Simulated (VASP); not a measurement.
Wanted: the native input for a VASP 6.6.1 run.

```
Task                   : relaxation of cell and atoms
Functional             : LDA
Potentials or basis    : VASP PAW LDA potentials, release 64 (Ba_sv, Zr_sv, O)
Cutoff                 : 600 eV
k mesh                 : 4 × 4 × 4
Occupations            : gaussian, width 0.01 eV
Spin                   : no spin polarisation
Target pressure        : 7 GPa
Dipole correction      : no
Further INCAR settings : ALGO = Normal; EDIFF = 1e-06; IBRION = 2; EDIFFG = -0.002; NSW = 100; ISIF = 3
```

The structure of BaZrO3 lies in POSCAR:

```
BaZrO3
1.0
    4.1473627058      0.0000000000      0.0000000000
    0.0000000000      4.1473627058      0.0000000000
    0.0000000000      0.0000000000      4.1473627058
Ba Zr O
1 1 3
Direct
    0.0000000000      0.0000000000      0.0000000000
    0.5000000000      0.5000000000      0.5000000000
    0.0000000000      0.5000000000      0.5000000000
    0.5000000000      0.0000000000      0.5000000000
    0.5000000000      0.5000000000      0.0000000000
```

The input as run:

INCAR

```
SYSTEM = BaZrO3
  ALGO = Normal
  EDIFF = 1E-6
  EDIFFG = -0.002
  ENCUT = 600
  GGA = CA
  IBRION = 2
  ISIF = 3
  ISMEAR = 0
  LASPH = .True.
  LCHARG = .False.
  LREAL = .False.
  LWAVE = .False.
  NELM = 100
  NSW = 100
  PREC = Accurate
  PSTRESS = 70.0
  SIGMA = 0.01
```

KPOINTS

```
k-points
0
Gamma
  4 4 4
  0 0 0
```

Potentials or basis: VASP PAW LDA potentials, release 64 (Ba_sv, Zr_sv, O).

Launch:

```sh
$ cat potpaw_LDA.64/Ba_sv/POTCAR potpaw_LDA.64/Zr_sv/POTCAR potpaw_LDA.64/O/POTCAR > POTCAR
$ mpirun -np 1 vasp_std > vasp.out
```

It gave:

- Relaxed volume: 13.86 Å³/atom
- Relaxed cell: a = 4.107 Å, b = 4.107 Å, c = 4.107 Å, α = 90.00°, β = 90.00°, γ = 90.00°
- Space group after relaxing (to 0.05 Å): Pm-3m (No. 221)
- Energy change on relaxing (the enthalpy is what falls): +10.5 meV/atom
- Ionic steps: 5
- Pressure after relaxing: 7.0 GPa
- Band gap on the k mesh: 3.18 eV, indirect (least direct gap 3.32 eV)

Caveat: the cell is relaxed towards a set pressure, so the enthalpy falls and the energy may rise; spin-orbit coupling is left out, which moves the levels of the heavy elements.

Run time: 27 s on 1 thread of Intel(R) Xeon(R) 6975P-C (Granite Rapids) (shared host), peak memory 0.19 GiB.
